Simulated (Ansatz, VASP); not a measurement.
**Two plane-wave programs on Nb**

```xyz
2
Lattice="2.9403 0.0000 0.0000 -1.4702 2.5464 0.0000 0.0000 0.0000 4.8015" Properties=species:S:1:pos:R:3 pbc="T T T"
Nb    0.0000    1.6976    1.2004
Nb    1.4702    0.8488    3.6012
```

Alike in both runs: task relaxation of cell and atoms; functional PBEsol; k mesh 12 × 12 × 7; occupations fermi-dirac, width 0.1 eV; no spin polarisation.

|  | VASP | Ansatz |
| --- | --- | --- |
| version | VASP 6.6.1 | Ansatz 0.2.0 |
| potentials or method | VASP PAW PBE potentials, release 64 (Nb_sv), cutoff 600 eV | plane waves (420 eV) with PAW, scalar-relativistic |
| valence electrons in the cell | 26 | 26 |

|  | VASP | Ansatz | Ansatz less VASP |
| --- | --- | --- | --- |
| relaxed volume (Å³/atom) | 18.03 | 18.06 | +0.033 |
| relaxed cell length with the largest relative difference (Å) | 5.182 | 5.186 | +0.0035 |

VASP's potentials were made for PBE, not for PBEsol, and Ansatz warns of the same on its side.
